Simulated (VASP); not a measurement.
A run of VASP 6.6.1 is set up as follows.

Contents of INCAR:

```
PREC = Accurate
ENCUT = 520
EDIFF = 1E-6
ISMEAR = -1
SIGMA = 0.1
LREAL = False
LASPH = True
NELM = 100
ALGO = Normal
ISIF = 2
LWAVE = False
LCHARG = False
GGA = RP
NBANDS = 25
```

Contents of KPOINTS:

```
Automatic mesh
0
Gamma
  9 9 13
```

File POSCAR:

```
Zn
1.0
    4.4945340470      0.0000000000      0.0000000000
   -2.2472670235      3.8923806629      0.0000000000
    0.0000000000      0.0000000000      2.6940055859
Zn
3
Direct
    0.0000000000      1.0000000000      0.0000000000
    0.3333333333      0.6666666667      0.5000000000
    0.6666666667      0.3333333333      0.5000000000
```

Potentials or basis: VASP PAW PBE potentials, release 64 (Zn).

The run is started by

```sh
$ cat potpaw_PBE.64/Zn/POTCAR > POTCAR
$ mpirun -np 1 vasp_std > vasp.out
```

Question: What does it give for the band gap on the k mesh?

Answer: Zero (band 18 reaches 7.16 eV, above the bottom of band 19 at 2.00 eV).

Question: What does it give for the pressure?

Answer: 2.5 GPa.

Stress tensor (GPa, compression positive):
```
2.09 0.00 0.00
0.00 2.09 0.00
0.00 0.00 3.31
```

Caveat: the PAW data sets were made with another functional, which shifts forces and pressure a little.
